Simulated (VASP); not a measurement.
The system is Al.

```
Al
1.0
     3.62120    0.00000    0.00000
    -1.81060    3.13605    0.00000
     0.00000    0.00000    2.74581
Al
2
Direct
  0.33333 0.66667 0.00000
  0.66667 0.33333 0.00000
```

| Quantity | Value |
| --- | --- |
| Program | VASP 6.6.1 |
| Task | relaxation of cell and atoms |
| Functional | PBE |
| Potentials or basis | VASP PAW PBE potentials, release 64 (Al) |
| Cutoff | 600 eV |
| k mesh | 6 × 6 × 6 |
| Occupations | gaussian, width 0.1 eV |
| Spin | no spin polarisation |

At the start: pressure 63.3 GPa; volume 15.59 Å³/atom.

Task: How do energy, volume and symmetry change on relaxing?

Result: Over 9 steps the energy falls by 1752.9 meV/atom and the volume is 24.61 Å³/atom (+57.8 %); space group P6/mmm (No. 191, to 0.05 Å).

The path:
```
step  energy change (eV)  largest force (eV/Å)  pressure (GPa)  volume (Å³)
   1              0.0000                0.0000           63.27        31.18
   2             -3.0896                0.0000           -5.63        65.29
   3             -3.4989                0.0000            0.45        48.95
   4             -3.4971                0.0000           -1.41        51.07
   5             -3.5027                0.0000           -0.43        49.91
   6             -3.5020                0.0000           -0.05        49.49
   7             -3.5047                0.0000            0.18        49.06
   8             -3.5052                0.0000            0.35        48.82
   9             -3.5057                0.0000           -0.02        49.21
```

Final structure:
```xyz
2
Lattice="4.5724 0.0000 0.0000 -2.2862 3.9598 0.0000 0.0000 0.0000 2.7179" Properties=species:S:1:pos:R:3 pbc="T T T"
Al    0.0000    2.6399    0.0000
Al    2.2862    1.3199    2.7179
```

Caveat: the k points lie up to 0.39 Å⁻¹ apart in the final cell; the volume moved by over 15 % at a fixed basis, so the end points are rough.
